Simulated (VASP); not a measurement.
# C: single point with PBE

Crystal: C.

```
CELL_PARAMETERS angstrom
2.13598 -1.23322 -0.00868
2.13598 1.23322 -0.00868
-1.39897 0.00000 4.28271
ATOMIC_POSITIONS crystal
C 0.16667 0.16667 0.00000
C 0.83333 0.83333 0.00000
```

```yaml
Program: VASP 6.6.1
Task: single point
Functional: PBE
Potentials_or_basis: VASP PAW PBE potentials, release 64 (C)
Cutoff: 520 eV
k_mesh: 13 × 13 × 8
Occupations: fermi-dirac, width 0.05 eV
Spin: no spin polarisation
Dipole_correction: no
Further_INCAR_settings: ALGO = Normal; EDIFF = 1e-07; NBANDS = 11
```

| Quantity | Value |
| --- | --- |
| Pressure | 0.4 GPa |

Stress tensor (GPa, compression positive):
```
 0.55  0.00  0.00
 0.00  0.55  0.00
 0.00  0.00 -0.01
```

Run time: 85 s on 1 thread of AMD EPYC 7R43 64-Core Processor (Zen 3), with other jobs on the host, peak memory 0.15 GiB.

Caveat: this functional lacks dispersion, which binds the layers, so the pressure and a relaxed spacing across them are unreliable.
